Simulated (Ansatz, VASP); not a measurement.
P: VASP beside Ansatz

```
P
1.0
     0.00000    2.75830    2.75830
     2.75830    0.00000    2.75830
     2.75830    2.75830    0.00000
P
2
Direct
  0.00000 0.00000 0.00000
  0.25000 0.25000 0.25000
```

Change from the starting cell: volume scaled by 1.02, PAW files.

Alike in both runs: task electric field gradients; functional PBE; k mesh 11 × 11 × 11; occupations fermi-dirac, width 0.08 eV; no spin polarisation.

|  | VASP | Ansatz |
| --- | --- | --- |
| version | VASP 6.6.1 | Ansatz 0.2.0 |
| potentials or method | VASP PAW PBE potentials, release 64 (P) | PAW with Ansatz's default frozen-core files, scalar-relativistic |
| plane-wave cutoff (eV) | 520 | 420 |
| valence electrons in the cell | 10 | 10 |

VASP gave:

| Quantity | Value |
| --- | --- |
| pressure (GPa) | -0.9 |

Task: What did Ansatz give for the same quantities?

Result: Pressure (GPa): -0.8.
